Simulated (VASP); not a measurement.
# AlSn (P-6m2) in VASP: a series of runs

The runs below take AlSn through single point, with PBE.

Program: VASP 6.6.1. These are calculated values, not measurements. Logs are shortened: lines on timing, memory, paths and dates and some standing lists are left out, and cuts for length are marked.

### 1 The cell of the first run

Symmetry: P-6m2, No. 187, hexagonal system. Conventional cell: a = 4.198 Å, b = 4.198 Å, c = 3.307 Å, α = 90.00°, β = 90.00°, γ = 120.00°. Sn (site symmetry -6m2) has 6 Al at 2.93 Å and 2 Sn at 3.31 Å within 3.9 Å. Al (site symmetry -6m2) has 6 Sn at 2.93 Å and 2 Al at 3.31 Å within 3.9 Å.

### 2 Single point, PBE

INCAR reads:

```
  ALGO = Normal
  EDIFF = 1E-6
  ENCUT = 520
  GGA = PE
  ISIF = 2
  ISMEAR = 0
  LASPH = T
  LCHARG = F
  LREAL = F
  LWAVE = F
  NBANDS = 16
  NELM = 80
  PREC = Accurate
  SIGMA = 0.013000000000000001
```

KPOINTS reads:

```
k-points
0
Gamma
  7 7 8
```

POSCAR reads:

```
AlSn
1.0
    4.1981056157      0.0000000000      0.0000000000
   -2.0990528078      3.6356661109      0.0000000000
    0.0000000000      0.0000000000      3.3068470000
Sn Al
1 1
Direct
    0.3333333333      0.6666666667      0.5000000000
    0.0000000000      0.0000000000      0.0000000000
```

Potentials or basis: VASP PAW PBE potentials, release 64 (Sn_d, Al).

Launch:

```sh
$ cat potpaw_PBE.64/Sn_d/POTCAR potpaw_PBE.64/Al/POTCAR > POTCAR
$ mpirun -np 1 vasp_std > vasp.out
```

OUTCAR:

```text
EDIFF = 1E-6
   ENCUT = 520
   GGA = PE
   ISIF = 2
   ISMEAR = 0
   LASPH = T
   LREAL = F
   NELM = 80
   PREC = Accurate

 ion  position               nearest neighbor table
   1  0.333  0.667  0.500-   2 2.93   2 2.93   2 2.93   2 2.93   2 2.93   2 2.93
   2  0.000  0.000  0.000-   1 2.93   1 2.93   1 2.93   1 2.93   1 2.93   1 2.93

  LATTYP: Found a hexagonal cell.
 ALAT       =     4.1981056157
 C/A-ratio  =     0.7876998110

  Lattice vectors:

 A1 = (   4.1981056157,   0.0000000000,   0.0000000000)
 A2 = (  -2.0990528078,   3.6356661109,   0.0000000000)
 A3 = (   0.0000000000,   0.0000000000,   3.3068470000)

Analysis of symmetry for initial positions (statically):
=====================================================================
 Subroutine PRICEL returns:
 Original cell was already a primitive cell.

 Routine SETGRP: Setting up the symmetry group for a
 hexagonal supercell.

 Subroutine GETGRP returns: Found 12 space group operations
 (whereof 12 operations were pure point group operations)
 out of a pool of 24 trial point group operations.

The static configuration has the point symmetry D_3h.

Analysis of symmetry for dynamics (positions and initial velocities):
=====================================================================
 Subroutine PRICEL returns:
 Original cell was already a primitive cell.

 Routine SETGRP: Setting up the symmetry group for a
 hexagonal supercell.

 Subroutine GETGRP returns: Found 12 space group operations
 (whereof 12 operations were pure point group operations)
 out of a pool of 24 trial point group operations.

The dynamic configuration has the point symmetry D_3h.

 Subroutine INISYM returns: Found 12 space group operations
 (whereof 12 operations are pure point group operations),
 and found     1 'primitive' translations

----------------------------------------------------------------------------------------

                                     Primitive cell

  volume of cell :      50.4721

  direct lattice vectors                    reciprocal lattice vectors
     4.198105616  0.000000000  0.000000000     0.238202678  0.137526380  0.000000000
    -2.099052808  3.635666111  0.000000000     0.000000000  0.275052760  0.000000000
     0.000000000  0.000000000  3.306847000     0.000000000  0.000000000  0.302402863

  length of vectors
     4.198105616  4.198105616  3.306847000     0.275052760  0.275052760  0.302402863

  position of ions in fractional coordinates (direct lattice)
     0.333333333  0.666666667  0.500000000
     0.000000000  0.000000000  0.000000000

  ion indices of the primitive-cell ions
   primitive index   ion index
                 1           1
                 2           2

----------------------------------------------------------------------------------------

 KPOINTS: k-points

Automatic generation of k-mesh.
 Grid dimensions read from file:
 generate k-points for:    7    7    8

 Generating k-lattice:

  Cartesian coordinates                     Fractional coordinates (reciprocal lattice)
     0.034028954  0.019646626  0.000000000     0.142857143  0.000000000  0.000000000
     0.000000000  0.039293251  0.000000000     0.000000000  0.142857143  0.000000000
     0.000000000  0.000000000  0.037800358     0.000000000  0.000000000  0.125000000

  Length of vectors
     0.039293251  0.039293251  0.037800358

  Shift w.r.t. Gamma in fractional coordinates (k-lattice)
     0.000000000  0.000000000  0.000000000

 Subroutine IBZKPT returns following result:
 ===========================================

 Found     40 irreducible k-points:

 Following reciprocal coordinates:
            Coordinates               Weight
  0.000000  0.000000  0.000000      1.000000
  0.142857  0.000000  0.000000      6.000000
  0.285714  0.000000  0.000000      6.000000
  0.428571  0.000000  0.000000      6.000000
  0.142857  0.142857  0.000000      6.000000
  0.285714  0.142857  0.000000     12.000000
[... 16 lines left out ...]
  0.428571  0.142857  0.250000     12.000000
  0.285714  0.285714  0.250000     12.000000
 [... further k-points ...]
   k-points           NKPTS =     40   k-points in BZ     NKDIM =     40   number of bands    NBANDS=     16
   number of dos      NEDOS =    301   number of ions     NIONS =      2
   total plane-waves  NPLWV =  28672
   dimension x,y,z NGX =    32 NGY =   32 NGZ =   28
   dimension x,y,z NGXF=    64 NGYF=   64 NGZF=   56
   ions per type =               1   1
   NGX,Y,Z   is equivalent  to a cutoff of  12.67, 12.67, 14.08 a.u.
   NGXF,Y,Z  is equivalent  to a cutoff of  25.34, 25.34, 28.15 a.u.
 SYSTEM =  unknown system
   PREC   = accura    normal or accurate (medium, high low for compatibility)
   ISTART =      0    job   : 0-new  1-cont  2-samecut
   ICHARG =      2    charge: 1-file 2-atom 10-const
   ISPIN  =      1    spin polarized calculation?
   LNONCOLLINEAR =      F non collinear calculations
   LSORBIT =      F    spin-orbit coupling
   LASPH  =      T    aspherical Exc in radial PAW
   ENCUT  =  520.0 eV  38.22 Ry    6.18 a.u.   7.81  7.81  6.15*2*pi/ulx,y,z
   NELM   =     80;   NELMIN=  2; NELMDL= -5     # of ELM steps
   EDIFF  = 0.1E-05   stopping-criterion for ELM
   LREAL  =      F    real-space projection
   EDIFFG = 0.1E-04   stopping-criterion for IOM
   NSW    =      0    number of steps for IOM
   IBRION =     -1    ionic relax: 0-MD 1-quasi-New 2-CG
   NFREE  =      0    steps in history (QN), initial steepest desc. (CG)
   ISIF   =      2    stress and relaxation
   ISYM   =      2    0-nonsym 1-usesym 2-fastsym
   POTIM  = 0.5000    time-step for ionic-motion
   TEBEG  =    0.0;   TEEND  =   0.0 temperature during run
   PSTRESS=    0.0 pullay stress
   NELECT =      17.0000    total number of electrons
   NUPDOWN=      -1.0000    fix difference up-down
   EMIN   =  10.00;   EMAX   =-10.00  energy-range for DOS
   EFERMI =   0.00;   METHOD = LEGACY
   ISMEAR =     0;   SIGMA  =   0.01  broadening in eV -4-tet -1-fermi 0-gaus
   EFERMI_NEDOS =   21; number of points for ismear=-14 and -15
   IALGO  =     38    algorithm
   IMIX   =      4    mixing-type and parameters
     AMIX     =   0.40;   BMIX     =  1.00
     AMIX_MAG =   1.60;   BMIX_MAG =  1.00
  volume/ion in A,a.u.               =      25.24       170.30
  Fermi-wavevector in a.u.,A,eV,Ry     =   1.139044  2.152482 17.652500  1.297422
  Thomas-Fermi vector in A             =   2.275748
   LORBIT       =      0    0 simple, 1 ext, 2 COOP (PROOUT), +10 PAW based schemes
   GGA     = PE    functional components
   LHFCALC =     F    Hartree Fock is set to
   AEXX    =    0.0000 exact exchange contribution
   IVDW    =     0    specifies the selected vdW correction
   LEPSILON=     F    determine dielectric tensor
   LRPA    =     F    only Hartree local field effects (RPA)
 non-spin polarized calculation
 Gauss-broadening in eV      SIGMA  =   0.01
  energy-cutoff  :      520.00
  volume of cell :       50.47
 maximum number of plane-waves:      1374
 NGX is ok and might be reduce to    32
   NGX = 15   NGY = 15   NGZ = 13

 number of electron      16.9999999 magnetization

 Free energy of the ion-electron system (eV)
  ---------------------------------------------------
  ext. energy  EPLUGINS =         0.00000000
  ---------------------------------------------------
  free energy    TOTEN  =        -7.20117728 eV

  energy without entropy =       -7.20111767  energy(sigma->0) =       -7.20114748

 E-fermi :   6.4314     XC(G=0):  -9.5626

 val. band max:        6.3551761089   @ k =   0.2857   0.2857   0.2500
 cond. band min:       6.4376045289   @ k =   0.0000   0.0000   0.1250
 fundamental gap:      0.0824284200
 Fermi energy:         6.4314044156

 k-point     1 :       0.0000    0.0000    0.0000
  band No.  band energies     occupation
      1     -14.9283      2.00000
      2     -14.8267      2.00000
      3     -14.8267      2.00000
      4     -14.8047      2.00000
      5     -14.8047      2.00000
      6      -4.0209      2.00000
[... 8 lines left out ...]
     15      17.9995      0.00000
     16      19.2260      0.00000

 k-point     2 :       0.1429    0.0000    0.0000
  band No.  band energies     occupation
      1     -14.9268      2.00000
      2     -14.8272      2.00000
      3     -14.8230      2.00000
      4     -14.8059      2.00000
      5     -14.8050      2.00000
      6      -3.8099      2.00000
[... 8 lines left out ...]
     15      16.5357      0.00000
     16      18.8263      0.00000

 k-point     3 :       0.2857    0.0000    0.0000
  band No.  band energies     occupation
      1     -14.9234      2.00000
      2     -14.8281      2.00000
      3     -14.8147      2.00000
      4     -14.8086      2.00000
      5     -14.8058      2.00000
      6      -3.2023      2.00000
[... 8 lines left out ...]
     15      16.0827      0.00000
     16      17.8656      0.00000

 k-point     4 :       0.4286    0.0000    0.0000
  band No.  band energies     occupation
      1     -14.9208      2.00000
      2     -14.8288      2.00000
      3     -14.8107      2.00000
      4     -14.8080      2.00000
      5     -14.8064      2.00000
      6      -2.3856      2.00000
[... 8 lines left out ...]
     15      15.8085      0.00000
     16      17.4906      0.00000
[... 324 lines left out ...]
 k-point    22 :       0.2857    0.1429    0.2500
  band No.  band energies     occupation
      1     -14.8451      2.00000
      2     -14.8400      2.00000
      3     -14.8334      2.00000
      4     -14.8206      2.00000
      5     -14.8077      2.00000
      6      -1.7813      2.00000
[... 8 lines left out ...]
     15      16.8553      0.00000
     16      18.2755      0.00000

 k-point    23 :       0.4286    0.1429    0.2500
  band No.  band energies     occupation
      1     -14.8466      2.00000
      2     -14.8406      2.00000
      3     -14.8330      2.00000
      4     -14.8187      2.00000
      5     -14.8056      2.00000
      6      -1.2060      2.00000
[... 8 lines left out ...]
     15      16.9100      0.00000
     16      19.1102      0.00000

 k-point    24 :       0.2857    0.2857    0.2500
  band No.  band energies     occupation
      1     -14.8454      2.00000
      2     -14.8422      2.00000
      3     -14.8299      2.00000
      4     -14.8174      2.00000
      5     -14.8089      2.00000
      6      -1.0957      2.00000
[... 8 lines left out ...]
     15      18.6250      0.00000
     16      18.6793      0.00000

 [... further k-points ...]
[... 5 lines left out ...]
  --------------------------------------------------------------------------------------
  -------------------------------------------------------------------------------------
  Total       -0.0121427     -0.0121427      0.2434324     -0.0000000      0.0000000     -0.0000000
  in kB       -0.3854553     -0.3854553      7.7274719     -0.0000000      0.0000000     -0.0000000
  external PRESSURE =       2.3188537 kB  Pullay stress =       0.0000000 kB

 VOLUME and BASIS-vectors are now :
 -----------------------------------------------------------------------------
  energy-cutoff  :      520.00
  volume of cell :       50.47
      direct lattice vectors                 reciprocal lattice vectors
     4.198105616  0.000000000  0.000000000     0.238202678  0.137526380  0.000000000
    -2.099052808  3.635666111  0.000000000     0.000000000  0.275052760  0.000000000
     0.000000000  0.000000000  3.306847000     0.000000000  0.000000000  0.302402863

 POSITION                                       TOTAL-FORCE (eV/Angst)
 -----------------------------------------------------------------------------------
     -0.00000      2.42378      1.65342         0.000000      0.000000      0.000000
      0.00000      0.00000      0.00000        -0.000000      0.000000      0.000000
 -----------------------------------------------------------------------------------
    total drift:                                0.000000     -0.000000     -0.000000

  FREE ENERGIE OF THE ION-ELECTRON SYSTEM (eV)
  ---------------------------------------------------
  free  energy   TOTEN  =        -7.2011772838 eV

  energy  without entropy=       -7.2011176690  energy(sigma->0) =       -7.20114748
```

It took 35 s on 1 thread of Intel Xeon 8259CL, shared host; peak memory 0.19 GiB.

Results:

| Quantity | Value |
| --- | --- |
| Free energy | -7.2012 eV |
| Pressure | 0.2 GPa |
| Band gap on the k mesh | zero (an odd number of electrons rules out a gap without spin polarisation) |

Stress tensor (GPa, compression positive):
```
-0.04  0.00  0.00
 0.00 -0.04  0.00
 0.00  0.00  0.77
```

Levels at points of the mesh, in eV from the Fermi level:
| k point | band 5 | band 6 | band 7 | band 8 | band 9 | band 10 | band 11 | band 12 |
| --- | --- | --- | --- | --- | --- | --- | --- | --- |
| (0.00, 0.00, 0.00) | -21.24 | -10.45 | -0.22 | -0.22 | 0.69 | 2.60 | 3.12 | 3.12 |
| (0.00, 0.00, 0.50) | -21.18 | -7.43 | -6.22 | 2.72 | 2.72 | 3.57 | 3.57 | 3.77 |

Caveat: spin-orbit coupling is left out, which moves the levels of the heavy elements.

### 3 Single point, PBE

INCAR reads:

```
SYSTEM = AlSn
PREC = Accurate
ENCUT = 520
EDIFF = 1E-7
ISMEAR = 0
SIGMA = 0.014
LREAL = .FALSE.
LASPH = .TRUE.
NELM = 100
ALGO = Normal
ISIF = 2
LWAVE = .FALSE.
LCHARG = .TRUE.
GGA = PE
LELF = .TRUE.
LVHAR = .TRUE.
NBANDS = 16
```

KPOINTS reads:

```
regular mesh
0
G
  7 7 8
  0 0 0
```

POSCAR is that of step 2.

Potentials or basis: VASP PAW PBE potentials, release 64 (Sn_d, Al).

Launch:

```sh
$ cat potpaw_PBE.64/Sn_d/POTCAR potpaw_PBE.64/Al/POTCAR > POTCAR
$ mpirun -np 1 vasp_std > vasp.out
```

Wall time 39 s (1 thread of Intel Xeon 8259CL, shared host); peak memory 0.19 GiB.

Results (log left out):

```yaml
Free_energy: -7.2012 eV
Pressure: 0.2 GPa
Band_gap_on_the_k_mesh: zero (an odd number of electrons rules out a gap without spin polarisation)
```

Stress tensor (GPa, compression positive):
```
-0.04  0.00  0.00
 0.00 -0.04  0.00
 0.00  0.00  0.77
```

Levels at points of the mesh, in eV from the Fermi level:
| k point | band 6 | band 7 | band 8 | band 9 | band 10 | band 11 |
| --- | --- | --- | --- | --- | --- | --- |
| (0.00, 0.00, 0.00) | -10.45 | -0.22 | -0.22 | 0.69 | 2.60 | 3.12 |
| (0.00, 0.00, 0.50) | -7.43 | -6.22 | 2.72 | 2.72 | 3.57 | 3.57 |

Caveat: spin-orbit coupling is left out, which moves the levels of the heavy elements.

### 4 Single point, PBE

INCAR reads:

```
PREC     = Accurate       # precision mode
ENCUT    = 520            # plane-wave cutoff, eV
EDIFF    = 1E-6           # SCF threshold, eV
ISMEAR   = 0              # smearing method
SIGMA    = 0.015          # smearing width, eV
LREAL    = F              # projectors in reciprocal space
LASPH    = T              # aspherical terms in the spheres
NELM     = 60             # most SCF steps
ALGO     = Normal         # electronic algorithm
ISIF     = 2              # what is computed and relaxed
LWAVE    = F              # write WAVECAR
LCHARG   = F              # write CHGCAR
GGA      = PE             # functional
NBANDS   = 16             # bands
```

KPOINTS reads:

```
Automatic mesh
0
Gamma
  7 7 8
```

POSCAR is that of step 3.

Launch:

```sh
$ cat potpaw_PBE.64/Sn_d/POTCAR potpaw_PBE.64/Al/POTCAR > POTCAR
$ mpirun -np 1 vasp_std > vasp.out
```

Wall time 36 s (1 thread of Intel Xeon 8259CL, shared host); peak memory 0.19 GiB.

It converged, with:

```
Free energy            : -7.2012 eV
Pressure               : 0.2 GPa
Band gap on the k mesh : zero (an odd number of electrons rules out a gap without spin polarisation)
```

Stress tensor (GPa, compression positive):
```
-0.04  0.00  0.00
 0.00 -0.04  0.00
 0.00  0.00  0.77
```

Levels at points of the mesh, in eV from the Fermi level:
```tsv
k point	band 5	band 6	band 7	band 8	band 9	band 10	band 11	band 12
(0.00, 0.00, 0.00)	-21.24	-10.45	-0.22	-0.22	0.69	2.60	3.12	3.12
(0.00, 0.00, 0.50)	-21.18	-7.42	-6.22	2.72	2.72	3.57	3.57	3.77
```

Caveat: spin-orbit coupling is left out, which moves the levels of the heavy elements.

(Continued in part 2 of 2.)
